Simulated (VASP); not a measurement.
# Cr (Cmcm) in VASP: a series of runs

Aim: see how the results for Cr move with the level of theory and the settings. Levels: r2SCAN, PBE, LDA. Tasks: single point.

Program: VASP 6.6.1. These are calculated values, not measurements. Logs are shortened: lines on timing, memory, paths and dates and some standing lists are left out, and cuts for length are marked.

### Step 1. The cell of the first run

The structure is orthorhombic, space group Cmcm (No. 63). Conventional cell: a = 2.247 Å, b = 4.833 Å, c = 3.981 Å, α = 90.00°, β = 90.00°, γ = 90.00°. Within 3.0 Å of Cr (site symmetry m2m) lie 12 Cr at 2.25 to 2.67 Å.

### Step 2. Single point, r2SCAN, collinear spin, ferromagnetic start

Contents of POSCAR:

```
Cr
1.0
    1.1236347407     -2.4166635374      0.0000000000
    1.1236347407      2.4166635374      0.0000000000
    0.0000000000      0.0000000000      3.9813423424
Cr
2
Direct
    0.8705325800      0.1294674200      0.7500000000
    0.1294674200      0.8705325800      0.2500000000
```

Contents of INCAR.step1:

```
  PREC = Accurate
  ENCUT = 520
  ISMEAR = -1
  SIGMA = 0.05
  LREAL = F
  LASPH = T
  NELM = 150
  ISPIN = 2
  MAGMOM = 3 3
  LMAXMIX = 4
  NBANDS = 23
  GGA = PE
  ALGO = Normal
  EDIFF = 1E-4
  LWAVE = T
  LCHARG = F
```

Contents of INCAR.step2:

```
  PREC = Accurate
  ENCUT = 520
  EDIFF = 1E-6
  ISMEAR = -1
  SIGMA = 0.05
  LREAL = F
  LASPH = T
  NELM = 150
  ALGO = Normal
  ISIF = 2
  LWAVE = F
  LCHARG = F
  ISPIN = 2
  MAGMOM = 3 3
  LORBIT = 11
  LMAXMIX = 4
  METAGGA = R2SCAN
  LMIXTAU = T
  NBANDS = 23
  ISTART = 1
```

Contents of KPOINTS:

```
regular mesh
0
Gamma
  13 13 7
```

Potentials or basis: VASP PAW PBE potentials, release 64 (Cr_pv).

Run with:

```sh
$ cat potpaw_PBE.64/Cr_pv/POTCAR > POTCAR
$ cp INCAR.step1 INCAR
$ mpirun -np 1 vasp_std > vasp.out
$ cp INCAR.step2 INCAR
$ mpirun -np 1 vasp_std > vasp.out
```

OUTCAR:

```text
PREC = Accurate
   ENCUT = 520
   EDIFF = 1E-6
   ISMEAR = -1
   LREAL = F
   LASPH = T
   NELM = 150
   ISIF = 2
   ISPIN = 2
   LORBIT = 11
   METAGGA = R2SCAN
   ISTART = 1

 ion  position               nearest neighbor table
   1  0.871  0.129  0.750-   2 2.35   2 2.35   2 2.57   2 2.57   2 2.57   2 2.57
   2  0.129  0.871  0.250-   1 2.35   1 2.35   1 2.57   1 2.57   1 2.57   1 2.57

  LATTYP: Found a base centered orthorhombic cell.
 ALAT       =     2.2472694814
 B/A-ratio  =     2.1507554456
 C/A-ratio  =     1.7716354782

  Lattice vectors:

 A1 = (   1.1236347407,  -2.4166635374,   0.0000000000)
 A2 = (   1.1236347407,   2.4166635374,   0.0000000000)
 A3 = (   0.0000000000,   0.0000000000,   3.9813423424)

Analysis of symmetry for initial positions (statically):
=====================================================================
 Subroutine PRICEL returns:
 Original cell was already a primitive cell.

 Routine SETGRP: Setting up the symmetry group for a
 base centered orthorhombic supercell.

 Subroutine GETGRP returns: Found  8 space group operations
 (whereof  4 operations were pure point group operations)
 out of a pool of  8 trial point group operations.

The static configuration has the point symmetry C_2h.
 The point group associated with its full space group is D_2h.

Analysis of symmetry for dynamics (positions and initial velocities):
=====================================================================
 Subroutine PRICEL returns:
 Original cell was already a primitive cell.

 Routine SETGRP: Setting up the symmetry group for a
 base centered orthorhombic supercell.

 Subroutine GETGRP returns: Found  8 space group operations
 (whereof  4 operations were pure point group operations)
 out of a pool of  8 trial point group operations.

The dynamic configuration has the point symmetry C_2h.
 The point group associated with its full space group is D_2h.

Analysis of structural, dynamic, and magnetic symmetry:
=====================================================================
 Subroutine PRICEL returns:
 Original cell was already a primitive cell.

 Routine SETGRP: Setting up the symmetry group for a
 base centered orthorhombic supercell.

 Subroutine GETGRP returns: Found  8 space group operations
 (whereof  4 operations were pure point group operations)
 out of a pool of  8 trial point group operations.

The overall configuration has the point symmetry C_2h.
 The point group associated with its full space group is D_2h.

 Subroutine INISYM returns: Found  8 space group operations
 (whereof  4 operations are pure point group operations),
 and found     1 'primitive' translations

----------------------------------------------------------------------------------------

                                     Primitive cell

  volume of cell :      21.6222

  direct lattice vectors                    reciprocal lattice vectors
     1.123634741 -2.416663537  0.000000000     0.444984461 -0.206896820  0.000000000
     1.123634741  2.416663537  0.000000000     0.444984461  0.206896820  0.000000000
     0.000000000  0.000000000  3.981342342     0.000000000  0.000000000  0.251171568

  length of vectors
     2.665111195  2.665111195  3.981342342     0.490731561  0.490731561  0.251171568

  position of ions in fractional coordinates (direct lattice)
     0.870532580  0.129467420  0.750000000
     0.129467420  0.870532580  0.250000000

  ion indices of the primitive-cell ions
   primitive index   ion index
                 1           1
                 2           2

----------------------------------------------------------------------------------------

 KPOINTS: regular mesh

Automatic generation of k-mesh.
 Grid dimensions read from file:
 generate k-points for:   13   13    7

 Generating k-lattice:

  Cartesian coordinates                     Fractional coordinates (reciprocal lattice)
     0.034229574 -0.015915140  0.000000000     0.076923077  0.000000000  0.000000000
     0.034229574  0.015915140  0.000000000     0.000000000  0.076923077  0.000000000
     0.000000000  0.000000000  0.035881653     0.000000000  0.000000000  0.142857143

  Length of vectors
     0.037748582  0.037748582  0.035881653

  Shift w.r.t. Gamma in fractional coordinates (k-lattice)
     0.000000000  0.000000000  0.000000000

 Subroutine IBZKPT returns following result:
 ===========================================

 Found    196 irreducible k-points:

 Following reciprocal coordinates:
            Coordinates               Weight
  0.000000  0.000000  0.000000      1.000000
  0.076923  0.000000  0.000000      4.000000
  0.153846  0.000000  0.000000      4.000000
  0.230769  0.000000  0.000000      4.000000
  0.307692  0.000000  0.000000      4.000000
  0.384615  0.000000  0.000000      4.000000
[... 16 lines left out ...]
  0.384615  0.153846  0.000000      4.000000
  0.461538  0.153846  0.000000      4.000000
 [... further k-points ...]
   k-points           NKPTS =    196   k-points in BZ     NKDIM =    196   number of bands    NBANDS=     23
   number of dos      NEDOS =    301   number of ions     NIONS =      2
   total plane-waves  NPLWV =  12000
   dimension x,y,z NGX =    20 NGY =   20 NGZ =   30
   dimension x,y,z NGXF=    40 NGYF=   40 NGZF=   60
   ions per type =               2
   NGX,Y,Z   is equivalent  to a cutoff of  12.48, 12.48, 12.53 a.u.
   NGXF,Y,Z  is equivalent  to a cutoff of  24.95, 24.95, 25.05 a.u.
 SYSTEM =  unknown system
   PREC   = accura    normal or accurate (medium, high low for compatibility)
   ISTART =      1    job   : 0-new  1-cont  2-samecut
   ICHARG =      0    charge: 1-file 2-atom 10-const
   ISPIN  =      2    spin polarized calculation?
   LNONCOLLINEAR =      F non collinear calculations
   LSORBIT =      F    spin-orbit coupling
   LASPH  =      T    aspherical Exc in radial PAW
   ENCUT  =  520.0 eV  38.22 Ry    6.18 a.u.   4.96  4.96  7.40*2*pi/ulx,y,z
   NELM   =    150;   NELMIN=  2; NELMDL=  0     # of ELM steps
   EDIFF  = 0.1E-05   stopping-criterion for ELM
   LREAL  =      F    real-space projection
   EDIFFG = 0.1E-04   stopping-criterion for IOM
   NSW    =      0    number of steps for IOM
   IBRION =     -1    ionic relax: 0-MD 1-quasi-New 2-CG
   NFREE  =      0    steps in history (QN), initial steepest desc. (CG)
   ISIF   =      2    stress and relaxation
   ISYM   =      2    0-nonsym 1-usesym 2-fastsym
   POTIM  = 0.5000    time-step for ionic-motion
   TEBEG  =    0.0;   TEEND  =   0.0 temperature during run
   PSTRESS=    0.0 pullay stress
   NELECT =      24.0000    total number of electrons
   NUPDOWN=      -1.0000    fix difference up-down
   EMIN   =  10.00;   EMAX   =-10.00  energy-range for DOS
   EFERMI =   0.00;   METHOD = LEGACY
   ISMEAR =    -1;   SIGMA  =   0.05  broadening in eV -4-tet -1-fermi 0-gaus
   EFERMI_NEDOS =   21; number of points for ismear=-14 and -15
   IALGO  =     38    algorithm
   IMIX   =      4    mixing-type and parameters
     AMIX     =   0.40;   BMIX     =  1.00
     AMIX_MAG =   1.60;   BMIX_MAG =  1.00
  volume/ion in A,a.u.               =      10.81        72.96
  Fermi-wavevector in a.u.,A,eV,Ry     =   1.695034  3.203149 39.091424  2.873139
  Thomas-Fermi vector in A             =   2.776151
   LORBIT       =     11    0 simple, 1 ext, 2 COOP (PROOUT), +10 PAW based schemes
   METAGGA = R2SCAN    functional components
   LHFCALC =     F    Hartree Fock is set to
   AEXX    =    0.0000 exact exchange contribution
   IVDW    =     0    specifies the selected vdW correction
   LEPSILON=     F    determine dielectric tensor
   LRPA    =     F    only Hartree local field effects (RPA)
 spin polarized calculation
  energy-cutoff  :      520.00
  volume of cell :       21.62
 maximum number of plane-waves:       596
   NGX =  9   NGY =  9   NGZ = 15

 number of electron      24.0000006 magnetization      -0.0000396

 Free energy of the ion-electron system (eV)
  ---------------------------------------------------
  ext. energy  EPLUGINS =         0.00000000
  ---------------------------------------------------
  free energy    TOTEN  =       -28.79945599 eV

  energy without entropy =      -28.78040687  energy(sigma->0) =      -28.78993143

 E-fermi :  11.9007     XC(G=0): -15.3776

 val. band max:       11.8998998321   @ k =   0.3846   0.0000   0.0000
 cond. band min:      11.9007491279   @ k =   0.4615   0.0000   0.4286
 fundamental gap:      0.0008492958
 Fermi energy:        11.9006791059

 spin component 1

 k-point     1 :       0.0000    0.0000    0.0000
  band No.  band energies     occupation
      1     -33.3842      1.00000
      2     -32.6505      1.00000
      3     -32.3404      1.00000
      4     -32.1689      1.00000
      5     -32.0391      1.00000
      6     -32.0248      1.00000
[... 15 lines left out ...]
     22      28.9781      0.00000
     23      33.4688      0.00000

 k-point     2 :       0.0769    0.0000    0.0000
  band No.  band energies     occupation
      1     -33.3594      1.00000
      2     -32.6534      1.00000
      3     -32.3511      1.00000
      4     -32.1701      1.00000
      5     -32.1280      1.00000
      6     -32.1074      1.00000
[... 15 lines left out ...]
     22      29.2018      0.00000
     23      33.5826      0.00000

 k-point     3 :       0.1538    0.0000    0.0000
  band No.  band energies     occupation
      1     -33.2892      1.00000
      2     -32.6640      1.00000
      3     -32.4338      1.00000
      4     -32.3344      1.00000
      5     -32.3136      1.00000
      6     -32.1747      1.00000
[... 15 lines left out ...]
     22      29.5920      0.00000
     23      33.5261      0.00000
[... 495 lines left out ...]
 k-point    23 :       0.3846    0.1538    0.0000
  band No.  band energies     occupation
      1     -33.5733      1.00000
      2     -33.3888      1.00000
      3     -32.8666      1.00000
      4     -32.6904      1.00000
      5     -32.4895      1.00000
      6     -32.2680      1.00000
[... 15 lines left out ...]
     22      25.3148      0.00000
     23      25.9510      0.00000

 k-point    24 :       0.4615    0.1538    0.0000
  band No.  band energies     occupation
      1     -33.4405      1.00000
      2     -33.2398      1.00000
      3     -32.8670      1.00000
      4     -32.7395      1.00000
      5     -32.5275      1.00000
      6     -32.3013      1.00000
[... 15 lines left out ...]
     22      24.7931      0.00000
     23      26.0557      0.00000

 [... further k-points ...]

 spin component 2

 k-point     1 :       0.0000    0.0000    0.0000
  band No.  band energies     occupation
      1     -33.3843      1.00000
      2     -32.6506      1.00000
      3     -32.3404      1.00000
      4     -32.1689      1.00000
      5     -32.0392      1.00000
      6     -32.0248      1.00000
[... 15 lines left out ...]
     22      28.9781      0.00000
     23      33.4688      0.00000

 k-point     2 :       0.0769    0.0000    0.0000
  band No.  band energies     occupation
      1     -33.3595      1.00000
      2     -32.6534      1.00000
      3     -32.3511      1.00000
      4     -32.1701      1.00000
      5     -32.1280      1.00000
      6     -32.1074      1.00000
[... 15 lines left out ...]
     22      29.2018      0.00000
     23      33.5826      0.00000

 k-point     3 :       0.1538    0.0000    0.0000
  band No.  band energies     occupation
      1     -33.2893      1.00000
      2     -32.6641      1.00000
      3     -32.4338      1.00000
      4     -32.3344      1.00000
      5     -32.3137      1.00000
      6     -32.1747      1.00000
[... 15 lines left out ...]
     22      29.5920      0.00000
     23      33.5261      0.00000
[... 495 lines left out ...]
 k-point    23 :       0.3846    0.1538    0.0000
  band No.  band energies     occupation
      1     -33.5733      1.00000
      2     -33.3888      1.00000
      3     -32.8666      1.00000
      4     -32.6904      1.00000
      5     -32.4895      1.00000
      6     -32.2680      1.00000
[... 15 lines left out ...]
     22      25.3148      0.00000
     23      25.9509      0.00000

 k-point    24 :       0.4615    0.1538    0.0000
  band No.  band energies     occupation
      1     -33.4405      1.00000
      2     -33.2398      1.00000
      3     -32.8671      1.00000
      4     -32.7395      1.00000
      5     -32.5275      1.00000
      6     -32.3013      1.00000
[... 15 lines left out ...]
     22      24.7931      0.00000
     23      26.0556      0.00000

 [... further k-points ...]

------------------------ aborting loop because EDIFF is reached ----------------------------------------

  FORCE on cell =-STRESS in cart. coord.  units (eV):
  Direction    XX          YY          ZZ          XY          YZ          ZX
  --------------------------------------------------------------------------------------
  -------------------------------------------------------------------------------------
  Total        2.9701334      2.7674864      3.2090366      0.0000000      0.0000000      0.0000000
  in kB      220.0825837    205.0667360    237.7849658      0.0000000      0.0000000      0.0000000
  external PRESSURE =     220.9780952 kB  Pullay stress =       0.0000000 kB

 VOLUME and BASIS-vectors are now :
 -----------------------------------------------------------------------------
  energy-cutoff  :      520.00
  volume of cell :       21.62
      direct lattice vectors                 reciprocal lattice vectors
     1.123634741 -2.416663537  0.000000000     0.444984461 -0.206896820  0.000000000
     1.123634741  2.416663537  0.000000000     0.444984461  0.206896820  0.000000000
     0.000000000  0.000000000  3.981342342     0.000000000  0.000000000  0.251171568

 POSITION                                       TOTAL-FORCE (eV/Angst)
 -----------------------------------------------------------------------------------
      1.12363     -1.79091      2.98601         0.000000      0.103794      0.000000
      1.12363      1.79091      0.99534         0.000000     -0.103794     -0.000000
 -----------------------------------------------------------------------------------
    total drift:                               -0.000000     -0.000000      0.000000

  FREE ENERGIE OF THE ION-ELECTRON SYSTEM (eV)
  ---------------------------------------------------
  free  energy   TOTEN  =       -28.7994559896 eV

  energy  without entropy=      -28.7804068705  energy(sigma->0) =      -28.78993143

 total charge

# of ion       s       p       d       tot
------------------------------------------
    1        0.688   6.448   4.321  11.458
    2        0.688   6.448   4.321  11.458
--------------------------------------------------
tot          1.377  12.897   8.642  22.916

 magnetization (x)

# of ion       s       p       d       tot
------------------------------------------
    1       -0.000  -0.000  -0.000  -0.000
    2       -0.000  -0.000  -0.000  -0.000
--------------------------------------------------
tot         -0.000  -0.000  -0.000  -0.000
```

Wall time 7.9 min (1 thread of Intel Xeon 6975P-C, shared host); peak memory 0.25 GiB.

What came out:

```
Free energy                                           : -28.7995 eV
Pressure                                              : 22.1 GPa
Largest force                                         : 0.104 eV/Å
Band gap on the k mesh                                : zero (filled and empty bands overlap)
Net moment                                            : 0.00 μB per cell
Valence electrons inside the program's atomic spheres : Cr 11.46
```

Forces in eV/Å, atoms in the order of the input:
```
Cr   0.000  0.104  0.000
Cr   0.000 -0.104  0.000
```

Stress tensor (GPa, compression positive):
```
22.01  0.00  0.00
 0.00 20.51  0.00
 0.00  0.00 23.78
```

Caveat: the starting moments collapsed, and a magnetic state may lie lower; the PAW data sets were made with another functional, which shifts forces and pressure a little.

### Step 3. Single point, PBE, collinear spin, ferrimagnetic start

This run uses another cell than the first one, of 11.50 Å³/atom, 1.064 times its volume.

Contents of INCAR:

```
PREC     = Accurate       # precision mode
ENCUT    = 520            # plane-wave cutoff, eV
EDIFF    = 1E-6           # SCF threshold, eV
ISMEAR   = -1             # smearing method
SIGMA    = 0.05           # smearing width, eV
LREAL    = False          # projectors in reciprocal space
LASPH    = True           # aspherical terms in the spheres
NELM     = 150            # most SCF steps
ALGO     = Fast           # electronic algorithm
ISIF     = 2              # what is computed and relaxed
LWAVE    = False          # write WAVECAR
LCHARG   = False          # write CHGCAR
ISPIN    = 2              # spin polarisation
MAGMOM   = -1.14 2.22     # initial moments
LORBIT   = 11             # projections on sites
LMAXMIX  = 4              # l up to which the mixer works
GGA      = PE             # functional
NBANDS   = 23             # bands
```

Contents of KPOINTS:

```
Automatic mesh
0
Gamma
  13 13 7
```

Contents of POSCAR:

```
Cr
1.0
    1.1470505050     -2.4670251200      0.0000000000
    1.1470505050      2.4670251200      0.0000000000
    0.0000000000      0.0000000000      4.0643107400
Cr
2
Direct
    0.8705325800      0.1294674200      0.7500000000
    0.1294674200      0.8705325800      0.2500000000
```

Potentials or basis: VASP PAW PBE potentials, release 64 (Cr_pv).

Run with:

```sh
$ cat potpaw_PBE.64/Cr_pv/POTCAR > POTCAR
$ mpirun -np 1 vasp_std > vasp.out
```

Wall time 89 s (1 thread of Intel Xeon 6975P-C (Granite Rapids), shared host); peak memory 0.25 GiB.

The run converged. Its results:

```
Free energy                                           : -18.3765 eV
Pressure                                              : 7.3 GPa
Largest force                                         : 0.178 eV/Å
Band gap on the k mesh                                : zero (filled and empty bands overlap)
Net moment                                            : 0.00 μB per cell
Valence electrons inside the program's atomic spheres : Cr 11.11
```

Forces in eV/Å, atoms in the order of the input:
```
Cr   0.000  0.178  0.000
Cr   0.000 -0.178  0.000
```

Stress tensor (GPa, compression positive):
```
 7.34  0.00  0.00
 0.00  4.06  0.00
 0.00  0.00 10.40
```

Levels at points of the mesh, in eV from the Fermi level:
Spin up:
| k point | band 10 | band 11 | band 12 | band 13 | band 14 | band 15 |
| --- | --- | --- | --- | --- | --- | --- |
| (0.00, 0.00, 0.00) | -1.94 | -0.87 | 0.18 | 1.01 | 1.02 | 1.06 |
Spin down:
```csv
k point,band 8,band 9,band 10,band 11,band 12,band 13,band 14,band 15,band 16,band 17
"(0.00, 0.00, 0.00)",-4.33,-2.16,-1.94,-0.87,0.18,1.01,1.02,1.06,1.71,1.86
```

Caveat: the starting moments collapsed, and a magnetic state may lie lower.

(Part 1 of 2 ends here.)
